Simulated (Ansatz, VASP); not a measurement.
## One calculation of NaF, two programs

File INCAR:

```
SYSTEM = NaF
  PREC = Accurate
  ENCUT = 600
  EDIFF = 1E-6
  ISMEAR = 0
  SIGMA = 0.02
  LREAL = .False.
  LASPH = .True.
  NELM = 120
  ALGO = Normal
  ISIF = 2
  LWAVE = .False.
  LCHARG = .True.
  GGA = PS
  LELF = .True.
  LVHAR = .True.
  NBANDS = 14
  GGA_COMPAT = .False.
```

The input KPOINTS:

```
regular mesh
0
Gamma
  8 8 8
  0 0 0
```

POSCAR

```
NaF
1.0
    0.0000000000      2.3146231015      2.3146231015
    2.3146231015      0.0000000000      2.3146231015
    2.3146231015      2.3146231015      0.0000000000
Na F
1 1
Direct
    0.0000000000      0.0000000000      0.0000000000
    0.5000000000      0.5000000000      0.5000000000
```

Input for Ansatz:

```yaml
crystal:
  lattice:
    - [0.0, 2.314623103, 2.314623103]
    - [2.314623103, 0.0, 2.314623103]
    - [2.314623103, 2.314623103, 0.0]
  atoms:
    - { symbol: Na, position: [0.0, 0.0, 0.0] }
    - { symbol: F, position: [0.5, 0.5, 0.5] }
basis:
  ecutwfc: 420
kpoints:
  mp_grid: { grid: [8, 8, 8] }
  band_path: { path: [VBM, CBM], npoints: 2 }
hamiltonian:
  xc: pbesol
scf:
  occupations: { method: gaussian, width: 0.02 }
output:
  forces: true
  stress: true
  eigenvalues: true
```

Alike in both runs: task single point; functional PBEsol; k mesh 8 × 8 × 8; occupations gaussian, width 0.02 eV; no spin polarisation.

```csv
,VASP,Ansatz
version,VASP 6.6.1,Ansatz 0.2.0
potentials or method,"VASP PAW PBE potentials, release 64 (Na_pv, F), cutoff 600 eV","scalar-relativistic, plane waves, PAW"
valence electrons in the cell,14,16
```

Ansatz gave:

| Quantity | Value |
| --- | --- |
| gap on the k mesh at the Fermi level (eV) | 6.20 |
| least direct gap on the mesh (eV) | 6.20 |
| pressure (GPa) | 0.0 |

**Question.** Estimate VASP's values.

**Answer.** gap on the k mesh at the Fermi level (eV): 6.18; least direct gap on the mesh (eV): 6.18; pressure (GPa): -0.2.

VASP's potentials were made for PBE, not for PBEsol. The functional is the same, so the differences come from potentials, cutoffs and numerics. VASP's potentials hold 14 valence electrons a cell and Ansatz's 16, so a difference there can come from the potentials and not from the codes.
